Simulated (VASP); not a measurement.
# ZnS (Cm) in VASP: a series of runs

The runs below take ZnS through single point, with r2SCAN.

All numbers are computed with VASP 6.6.1; they aren't measurements. Logs are shortened: lines on timing, memory, paths and dates and some standing lists are left out, and cuts for length are marked.

### 1 The cell of the first run

It takes space group Cm (No. 8, monoclinic). Conventional cell: a = 6.600 Å, b = 3.811 Å, c = 3.811 Å, α = 90.00°, β = 125.26°, γ = 90.00°. Within 2.5 Å of Zn (site symmetry m) lie 3 S at 1.88 to 2.41 Å. S (site symmetry m) has 3 Zn at 1.88 to 2.41 Å within 2.5 Å.

### 2 Single point, r2SCAN (atom 2 (S) moved by (-0.600, +0.000) A along [1 1 0] and z)

Input file POSCAR:

```
ZnS
1.0
    0.0000000000      2.6945131952      2.6945131952
    2.6945131952      0.0000000000      2.6945131952
    2.6945131952      2.6945131952      0.0000000000
Zn S
1 1
Direct
    0.0000000000      0.0000000000      0.0000000000
    0.7500000000      0.7500000000      0.5925451880
```

Input file INCAR.step1:

```
SYSTEM = ZnS
PREC = Accurate
ENCUT = 520
ISMEAR = 0
SIGMA = 0.05
LREAL = .False.
LASPH = .True.
NELM = 80
NBANDS = 16
GGA = PE
ALGO = Normal
EDIFF = 1E-4
LWAVE = .True.
LCHARG = .False.
```

Input file INCAR.step2:

```
SYSTEM = ZnS
PREC = Accurate
ENCUT = 520
EDIFF = 1E-6
ISMEAR = 0
SIGMA = 0.05
LREAL = .False.
LASPH = .True.
NELM = 80
ALGO = Normal
ISIF = 2
LWAVE = .False.
LCHARG = .False.
METAGGA = R2SCAN
LMIXTAU = .True.
NBANDS = 16
ISTART = 1
```

Input file KPOINTS:

```
Automatic mesh
0
Gamma
  8 8 8
  0 0 0
```

Potentials or basis: VASP PAW PBE potentials, release 64 (Zn, S).

Launch:

```bash
$ cat potpaw_PBE.64/Zn/POTCAR potpaw_PBE.64/S/POTCAR > POTCAR
$ cp INCAR.step1 INCAR
$ mpirun -np 1 vasp_std > vasp.out
$ cp INCAR.step2 INCAR
$ mpirun -np 1 vasp_std > vasp.out
```

OUTCAR:

```text
SYSTEM = ZnS
   PREC = Accurate
   ENCUT = 520
   EDIFF = 1E-6
   ISMEAR = 0
   LREAL = .False.
   LASPH = .True.
   NELM = 80
   ISIF = 2
   METAGGA = R2SCAN
   ISTART = 1

 ion  position               nearest neighbor table
   1  0.000  0.000  0.000-   2 1.88   2 2.41   2 2.41   2 2.84
   2  0.750  0.750  0.593-   1 1.88   1 2.41   1 2.41   1 2.84

  LATTYP: Found a face centered cubic cell.
 ALAT       =     5.3890263904

  Lattice vectors:

 A1 = (   0.0000000000,   2.6945131952,   2.6945131952)
 A2 = (   2.6945131952,   0.0000000000,   2.6945131952)
 A3 = (   2.6945131952,   2.6945131952,   0.0000000000)

Analysis of symmetry for initial positions (statically):
=====================================================================
 Subroutine PRICEL returns:
 Original cell was already a primitive cell.

 Routine SETGRP: Setting up the symmetry group for a
 face centered cubic supercell.

 Subroutine GETGRP returns: Found  2 space group operations
 (whereof  2 operations were pure point group operations)
 out of a pool of 48 trial point group operations.

The static configuration has the point symmetry C_1h.

Analysis of symmetry for dynamics (positions and initial velocities):
=====================================================================
 Subroutine PRICEL returns:
 Original cell was already a primitive cell.

 Routine SETGRP: Setting up the symmetry group for a
 face centered cubic supercell.

 Subroutine GETGRP returns: Found  2 space group operations
 (whereof  2 operations were pure point group operations)
 out of a pool of 48 trial point group operations.

The dynamic configuration has the point symmetry C_1h.

 Subroutine INISYM returns: Found  2 space group operations
 (whereof  2 operations are pure point group operations),
 and found     1 'primitive' translations

----------------------------------------------------------------------------------------

                                     Primitive cell

  volume of cell :      39.1265

  direct lattice vectors                    reciprocal lattice vectors
     0.000000000  2.694513195  2.694513195    -0.185562276  0.185562276  0.185562276
     2.694513195  0.000000000  2.694513195     0.185562276 -0.185562276  0.185562276
     2.694513195  2.694513195  0.000000000     0.185562276  0.185562276 -0.185562276

  length of vectors
     3.810617105  3.810617105  3.810617105     0.321403289  0.321403289  0.321403289

  position of ions in fractional coordinates (direct lattice)
     0.000000000  0.000000000  0.000000000
     0.750000000  0.750000000  0.592545188

  ion indices of the primitive-cell ions
   primitive index   ion index
                 1           1
                 2           2

----------------------------------------------------------------------------------------

 KPOINTS: Automatic mesh

Automatic generation of k-mesh.
 Grid dimensions read from file:
 generate k-points for:    8    8    8

 Generating k-lattice:

  Cartesian coordinates                     Fractional coordinates (reciprocal lattice)
    -0.023195284  0.023195284  0.023195284     0.125000000  0.000000000  0.000000000
     0.023195284 -0.023195284  0.023195284     0.000000000  0.125000000  0.000000000
     0.023195284  0.023195284 -0.023195284     0.000000000  0.000000000  0.125000000

  Length of vectors
     0.040175411  0.040175411  0.040175411

  Shift w.r.t. Gamma in fractional coordinates (k-lattice)
     0.000000000  0.000000000  0.000000000

 Subroutine IBZKPT returns following result:
 ===========================================

 Found    150 irreducible k-points:

 Following reciprocal coordinates:
            Coordinates               Weight
  0.000000  0.000000  0.000000      1.000000
  0.125000  0.000000  0.000000      4.000000
  0.000000  0.000000  0.125000      2.000000
  0.125000  0.125000  0.125000      2.000000
  0.250000  0.000000  0.000000      4.000000
  0.000000  0.000000  0.250000      2.000000
[... 16 lines left out ...]
  0.375000  0.125000  0.000000      4.000000
  0.000000  0.375000  0.125000      4.000000
 [... further k-points ...]
   k-points           NKPTS =    150   k-points in BZ     NKDIM =    150   number of bands    NBANDS=     16
   number of dos      NEDOS =    301   number of ions     NIONS =      2
   total plane-waves  NPLWV =  21952
   dimension x,y,z NGX =    28 NGY =   28 NGZ =   28
   dimension x,y,z NGXF=    56 NGYF=   56 NGZF=   56
   ions per type =               1   1
   NGX,Y,Z   is equivalent  to a cutoff of  12.22, 12.22, 12.22 a.u.
   NGXF,Y,Z  is equivalent  to a cutoff of  24.43, 24.43, 24.43 a.u.
 SYSTEM =  ZnS
   PREC   = accura    normal or accurate (medium, high low for compatibility)
   ISTART =      1    job   : 0-new  1-cont  2-samecut
   ICHARG =      0    charge: 1-file 2-atom 10-const
   ISPIN  =      1    spin polarized calculation?
   LNONCOLLINEAR =      F non collinear calculations
   LSORBIT =      F    spin-orbit coupling
   LASPH  =      T    aspherical Exc in radial PAW
   ENCUT  =  520.0 eV  38.22 Ry    6.18 a.u.   7.09  7.09  7.09*2*pi/ulx,y,z
   NELM   =     80;   NELMIN=  2; NELMDL=  0     # of ELM steps
   EDIFF  = 0.1E-05   stopping-criterion for ELM
   LREAL  =      F    real-space projection
   EDIFFG = 0.1E-04   stopping-criterion for IOM
   NSW    =      0    number of steps for IOM
   IBRION =     -1    ionic relax: 0-MD 1-quasi-New 2-CG
   NFREE  =      0    steps in history (QN), initial steepest desc. (CG)
   ISIF   =      2    stress and relaxation
   ISYM   =      2    0-nonsym 1-usesym 2-fastsym
   POTIM  = 0.5000    time-step for ionic-motion
   TEBEG  =    0.0;   TEEND  =   0.0 temperature during run
   PSTRESS=    0.0 pullay stress
   NELECT =      18.0000    total number of electrons
   NUPDOWN=      -1.0000    fix difference up-down
   EMIN   =  10.00;   EMAX   =-10.00  energy-range for DOS
   EFERMI =   0.00;   METHOD = LEGACY
   ISMEAR =     0;   SIGMA  =   0.05  broadening in eV -4-tet -1-fermi 0-gaus
   EFERMI_NEDOS =   21; number of points for ismear=-14 and -15
   IALGO  =     38    algorithm
   IMIX   =      4    mixing-type and parameters
     AMIX     =   0.40;   BMIX     =  1.00
     AMIX_MAG =   1.60;   BMIX_MAG =  1.00
  volume/ion in A,a.u.               =      19.56       132.02
  Fermi-wavevector in a.u.,A,eV,Ry     =   1.263791  2.388219 21.730795  1.597168
  Thomas-Fermi vector in A             =   2.397130
   LORBIT       =      0    0 simple, 1 ext, 2 COOP (PROOUT), +10 PAW based schemes
   METAGGA = R2SCAN    functional components
   LHFCALC =     F    Hartree Fock is set to
   AEXX    =    0.0000 exact exchange contribution
   IVDW    =     0    specifies the selected vdW correction
   LEPSILON=     F    determine dielectric tensor
   LRPA    =     F    only Hartree local field effects (RPA)
 non-spin polarized calculation
 Gauss-broadening in eV      SIGMA  =   0.05
  energy-cutoff  :      520.00
  volume of cell :       39.13
 maximum number of plane-waves:      1067
   NGX = 15   NGY = 15   NGZ = 15

 number of electron      18.0000006 magnetization

 Free energy of the ion-electron system (eV)
  ---------------------------------------------------
  ext. energy  EPLUGINS =         0.00000000
  ---------------------------------------------------
  free energy    TOTEN  =       -17.46913571 eV

  energy without entropy =      -17.46913571  energy(sigma->0) =      -17.46913571

 E-fermi :   2.4264     XC(G=0): -10.2852

 val. band max:        2.1809952603   @ k =   0.0000   0.0000   0.0000
 cond. band min:       4.6877060851   @ k =   0.0000   0.0000   0.0000
 fundamental gap:      2.5067108248
 Fermi energy:         2.4264062872

 k-point     1 :       0.0000    0.0000    0.0000
  band No.  band energies     occupation
      1     -12.2073      2.00000
      2      -5.6053      2.00000
      3      -5.3633      2.00000
      4      -4.9674      2.00000
      5      -4.6756      2.00000
      6      -4.6137      2.00000
[... 8 lines left out ...]
     15      14.0282      0.00000
     16      14.3127      0.00000

 k-point     2 :       0.1250    0.0000    0.0000
  band No.  band energies     occupation
      1     -12.0925      2.00000
      2      -5.5959      2.00000
      3      -5.3328      2.00000
      4      -4.9820      2.00000
      5      -4.6689      2.00000
      6      -4.6127      2.00000
[... 8 lines left out ...]
     15      13.5179      0.00000
     16      14.7499      0.00000

 k-point     3 :       0.0000    0.0000    0.1250
  band No.  band energies     occupation
      1     -12.0737      2.00000
      2      -5.6219      2.00000
      3      -5.2999      2.00000
      4      -4.9501      2.00000
      5      -4.6810      2.00000
      6      -4.6225      2.00000
[... 8 lines left out ...]
     15      13.3168      0.00000
     16      14.9411      0.00000

 k-point     4 :       0.1250    0.1250    0.1250
  band No.  band energies     occupation
      1     -12.1117      2.00000
      2      -5.5886      2.00000
      3      -5.3681      2.00000
      4      -4.9585      2.00000
      5      -4.6687      2.00000
      6      -4.6063      2.00000
[... 8 lines left out ...]
     15      13.7707      0.00000
     16      15.0850      0.00000
[... 324 lines left out ...]
 k-point    22 :       0.2500    0.2500    0.1250
  band No.  band energies     occupation
      1     -11.8528      2.00000
      2      -5.5649      2.00000
      3      -5.3145      2.00000
      4      -5.0278      2.00000
      5      -4.6196      2.00000
      6      -4.5817      2.00000
[... 8 lines left out ...]
     15      14.9327      0.00000
     16      15.7389      0.00000

 k-point    23 :       0.3750    0.1250    0.0000
  band No.  band energies     occupation
      1     -11.4724      2.00000
      2      -5.5316      2.00000
      3      -5.1409      2.00000
      4      -5.0336      2.00000
      5      -4.6453      2.00000
      6      -4.5474      2.00000
[... 8 lines left out ...]
     15      15.1798      0.00000
     16      15.6499      0.00000

 k-point    24 :       0.0000    0.3750    0.1250
  band No.  band energies     occupation
      1     -11.5148      2.00000
      2      -5.5886      2.00000
      3      -5.0938      2.00000
      4      -5.0008      2.00000
      5      -4.6520      2.00000
      6      -4.5549      2.00000
[... 8 lines left out ...]
     15      15.2709      0.00000
     16      15.8215      0.00000

 [... further k-points ...]
[... 5 lines left out ...]
  --------------------------------------------------------------------------------------
  -------------------------------------------------------------------------------------
  Total        2.4266962      2.4266962      6.0582883      3.3992561     -4.3336320     -4.3337275
  in kB       99.3699469     99.3699469    248.0787600    139.1949668   -177.4564030   -177.4603124
  external PRESSURE =     148.9395513 kB  Pullay stress =       0.0000000 kB

 VOLUME and BASIS-vectors are now :
 -----------------------------------------------------------------------------
  energy-cutoff  :      520.00
  volume of cell :       39.13
      direct lattice vectors                 reciprocal lattice vectors
     0.000000000  2.694513195  2.694513195    -0.185562276  0.185562276  0.185562276
     2.694513195  0.000000000  2.694513195     0.185562276 -0.185562276  0.185562276
     2.694513195  2.694513195  0.000000000     0.185562276  0.185562276 -0.185562276

 POSITION                                       TOTAL-FORCE (eV/Angst)
 -----------------------------------------------------------------------------------
      0.00000      0.00000      0.00000        -4.007176     -4.007176      5.376923
      3.61751      3.61751      4.04177         4.007176      4.007176     -5.376923
 -----------------------------------------------------------------------------------
    total drift:                                0.004282      0.004282      0.012587

  FREE ENERGIE OF THE ION-ELECTRON SYSTEM (eV)
  ---------------------------------------------------
  free  energy   TOTEN  =       -17.4691357131 eV

  energy  without entropy=      -17.4691357131  energy(sigma->0) =      -17.46913571
```

It took 2.7 min on 1 thread of Intel Xeon 6975P-C (Granite Rapids), shared host; peak memory 0.22 GiB.

What came out:

| Property | Result |
| --- | --- |
| Free energy | -17.4691 eV |
| Pressure | 14.9 GPa |
| Largest force | 7.812 eV/Å |
| Band gap on the k mesh | 2.51 eV, direct |

Forces in eV/Å, atoms in the order of the input:
```
Zn  -4.007 -4.007  5.377
S    4.007  4.007 -5.377
```

Stress tensor (GPa, compression positive):
```
  9.94  13.92 -17.75
 13.92   9.94 -17.75
-17.75 -17.75  24.81
```

Levels at points of the mesh, in eV from the valence-band top:
```
           k point  band 7  band 8  band 9  band 10  band 11  band 12
(0.00, 0.00, 0.00)   -1.14   -0.32    0.00     2.51     6.19     7.50
(0.50, 0.00, 0.00)   -5.35   -1.81   -0.44     3.52     5.96     8.71
(0.00, 0.00, 0.50)   -5.99   -1.92   -0.76     4.35     6.72     8.64
(0.50, 0.50, 0.50)   -4.68   -1.64   -0.37     3.01     5.59     7.65
(0.50, 0.50, 0.00)   -5.07   -2.81   -1.61     2.86     4.09    11.16
(0.00, 0.50, 0.50)   -4.80   -2.54   -2.17     2.68     4.48    10.97
```

Caveat: the cell differs from its parent crystal (atom 2 (S) moved by (-0.600, +0.000) A along [1 1 0] and z); the PAW data sets were made with another functional, which shifts forces and pressure a little. A k mesh can miss the band edges.

### 3 Single point, r2SCAN (atom 2 (S) moved by (-0.300, -0.600) A along [1 1 0] and z)

Changes to POSCAR since step 2:

```diff
@@ -9,2 +9,2 @@
     0.0000000000      0.0000000000      0.0000000000
-    0.7500000000      0.7500000000      0.5925451880
+    0.6386626347      0.6386626347      0.7826099593
```

Input file INCAR.step1:

```
SYSTEM = ZnS
PREC = Accurate
ENCUT = 520
ISMEAR = 0
SIGMA = 0.05
LREAL = .FALSE.
LASPH = .TRUE.
NELM = 60
NBANDS = 16
GGA = PE
ALGO = Normal
EDIFF = 1E-4
LWAVE = .TRUE.
LCHARG = .FALSE.
```

Input file INCAR.step2:

```
SYSTEM = ZnS
PREC = Accurate
ENCUT = 520
EDIFF = 1E-7
ISMEAR = 0
SIGMA = 0.05
LREAL = .FALSE.
LASPH = .TRUE.
NELM = 60
ALGO = Normal
ISIF = 2
LWAVE = .FALSE.
LCHARG = .FALSE.
METAGGA = R2SCAN
LMIXTAU = .TRUE.
NBANDS = 16
ISTART = 1
```

Input file KPOINTS:

```
regular mesh
0
G
  8 8 8
  0 0 0
```

Potentials or basis: VASP PAW PBE potentials, release 64 (Zn, S).

Launch:

```bash
$ cat potpaw_PBE.64/Zn/POTCAR potpaw_PBE.64/S/POTCAR > POTCAR
$ cp INCAR.step1 INCAR
$ mpirun -np 1 vasp_std > vasp.out
$ cp INCAR.step2 INCAR
$ mpirun -np 1 vasp_std > vasp.out
```

Run time: 2.7 min. Hardware: 1 thread of Intel Xeon 6975P-C (Granite Rapids), shared host; peak memory 0.23 GiB.

The run converged. Its results:

```
Free energy            : -18.0209 eV
Pressure               : 9.8 GPa
Largest force          : 2.508 eV/Å
Band gap on the k mesh : 2.62 eV, indirect (least direct gap 2.67 eV)
```

Forces in eV/Å, atoms in the order of the input:
```
Zn   0.482  0.482 -2.414
S   -0.482 -0.482  2.414
```

Stress tensor (GPa, compression positive):
```
 13.71 -13.75  -0.01
-13.75  13.71  -0.01
 -0.01  -0.01   1.97
```

Levels at points of the mesh, in eV from the valence-band top:
```
           k point  band 5  band 6  band 7  band 8  band 9  band 10  band 11  band 12  band 13  band 14
(0.00, 0.00, 0.00)   -6.74   -6.63   -1.31   -0.35    0.00     2.67     6.50     7.75     8.19    10.90
(0.50, 0.00, 0.00)   -6.68   -6.61   -5.66   -1.72   -0.40     4.06     6.26     8.96     9.31    12.19
(0.00, 0.00, 0.50)   -6.65   -6.55   -5.03   -2.19   -0.52     3.72     6.33     8.82     8.91    11.66
(0.50, 0.50, 0.50)   -6.60   -6.32   -4.53   -1.74   -0.35     3.16     5.81     7.49     8.54    12.29
(0.50, 0.50, 0.00)   -6.66   -6.51   -4.51   -2.95   -2.07     2.62     4.81    11.10    12.51    13.31
(0.00, 0.50, 0.50)   -6.60   -6.57   -4.95   -2.47   -1.59     2.91     4.00    11.39    12.99    13.85
```

Caveat: the cell differs from its parent crystal (atom 2 (S) moved by (-0.300, -0.600) A along [1 1 0] and z); the PAW data sets were made with another functional, which shifts forces and pressure a little. A k mesh can miss the band edges.

### 4 Single point, r2SCAN (atom 2 (S) moved by (-0.300, +0.000) A along [1 1 0] and z)

Changes to POSCAR since step 3:

```diff
@@ -9,2 +9,2 @@
     0.0000000000      0.0000000000      0.0000000000
-    0.6386626347      0.6386626347      0.7826099593
+    0.7500000000      0.7500000000      0.6712725940
```

Input file INCAR.step1:

```
PREC     = Accurate       # precision mode
ENCUT    = 520            # plane-wave cutoff, eV
ISMEAR   = 0              # smearing method
SIGMA    = 0.05           # smearing width, eV
LREAL    = F              # projectors in reciprocal space
LASPH    = T              # aspherical terms in the spheres
NELM     = 80             # most SCF steps
NBANDS   = 16             # bands
GGA      = PE             # functional
ALGO     = Normal         # electronic algorithm
EDIFF    = 1E-4           # SCF threshold, eV
LWAVE    = T              # write WAVECAR
LCHARG   = F              # write CHGCAR
```

Input file INCAR.step2:

```
PREC     = Accurate       # precision mode
ENCUT    = 520            # plane-wave cutoff, eV
EDIFF    = 1E-6           # SCF threshold, eV
ISMEAR   = 0              # smearing method
SIGMA    = 0.05           # smearing width, eV
LREAL    = F              # projectors in reciprocal space
LASPH    = T              # aspherical terms in the spheres
NELM     = 80             # most SCF steps
ALGO     = Normal         # electronic algorithm
ISIF     = 2              # what is computed and relaxed
LWAVE    = F              # write WAVECAR
LCHARG   = T              # write CHGCAR
METAGGA  = R2SCAN         # meta-GGA
LMIXTAU  = T            
LELF     = T              # ELF
LVHAR    = T            
NBANDS   = 16             # bands
ISTART   = 1
```

Input file KPOINTS:

```
regular mesh
0
Gamma
  8 8 8
```

Launch:

```bash
$ cat potpaw_PBE.64/Zn/POTCAR potpaw_PBE.64/S/POTCAR > POTCAR
$ cp INCAR.step1 INCAR
$ mpirun -np 1 vasp_std > vasp.out
$ cp INCAR.step2 INCAR
$ mpirun -np 1 vasp_std > vasp.out
```

It took 2.7 min on 1 thread of Intel Xeon 6975P-C (Granite Rapids), shared host; peak memory 0.23 GiB.

Results (log left out):

| Item | Value |
| --- | --- |
| Free energy | -18.5771 eV |
| Pressure | 3.4 GPa |
| Largest force | 2.371 eV/Å |
| Band gap on the k mesh | 2.66 eV, direct |

Forces on the atoms (eV/Å):
```
Zn  -1.463 -1.463  1.158
S    1.463  1.463 -1.158
```

Stress tensor (GPa, compression positive):
```
 2.72  3.96 -6.01
 3.96  2.72 -6.01
-6.01 -6.01  4.84
```

Levels at points of the mesh, in eV from the valence-band top:
| k point | band 6 | band 7 | band 8 | band 9 | band 10 | band 11 | band 12 | band 13 |
| --- | --- | --- | --- | --- | --- | --- | --- | --- |
| (0.00, 0.00, 0.00) | -6.23 | -0.49 | -0.01 | 0.00 | 2.66 | 6.67 | 6.96 | 7.22 |
| (0.50, 0.00, 0.00) | -6.06 | -5.40 | -1.45 | -0.51 | 3.73 | 6.51 | 8.21 | 9.28 |
| (0.00, 0.00, 0.50) | -6.14 | -5.82 | -1.42 | -0.83 | 4.13 | 7.12 | 8.12 | 9.50 |
| (0.50, 0.50, 0.50) | -6.00 | -4.94 | -1.20 | -0.57 | 3.41 | 6.46 | 7.52 | 9.08 |
| (0.50, 0.50, 0.00) | -6.04 | -4.80 | -2.49 | -2.09 | 3.46 | 4.31 | 11.61 | 12.78 |
| (0.00, 0.50, 0.50) | -6.04 | -4.70 | -2.44 | -2.26 | 3.34 | 4.52 | 11.57 | 12.63 |

Caveat: the cell differs from its parent crystal (atom 2 (S) moved by (-0.300, +0.000) A along [1 1 0] and z); the PAW data sets were made with another functional, which shifts forces and pressure a little.
